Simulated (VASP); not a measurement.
LiCl:

```
Cl Li
1.0
     0.00000    2.58176    2.58176
     2.58176    0.00000    2.58176
     2.58176    2.58176    0.00000
Cl Li
1 1
Direct
  0.50000 0.50000 0.50000
  0.00000 0.00000 0.00000
```

This cell differs from its parent crystal: volume scaled by 1.02.

Base run:

* Program: VASP 6.6.1
* Functional: PBEsol
* Potentials or basis: VASP PAW PBE potentials, release 64 (Cl, Li_sv)
* Cutoff: 520 eV
* k mesh: 9 × 9 × 9
* Occupations: fermi-dirac, width 0.05 eV
* Spin: no spin polarisation

Its results: band gap on the k mesh 6.03 eV, direct.

**Question.** The run is repeated on the same cell with these changes: functional from PBEsol to r2SCAN. What comes out?

**Answer.** Band gap on the k mesh 7.17 eV, direct.

r2SCAN gives the wider gap, since meta-GGAs in the generalised Kohn-Sham scheme recover part of the derivative discontinuity.

A k mesh can miss the band edges.
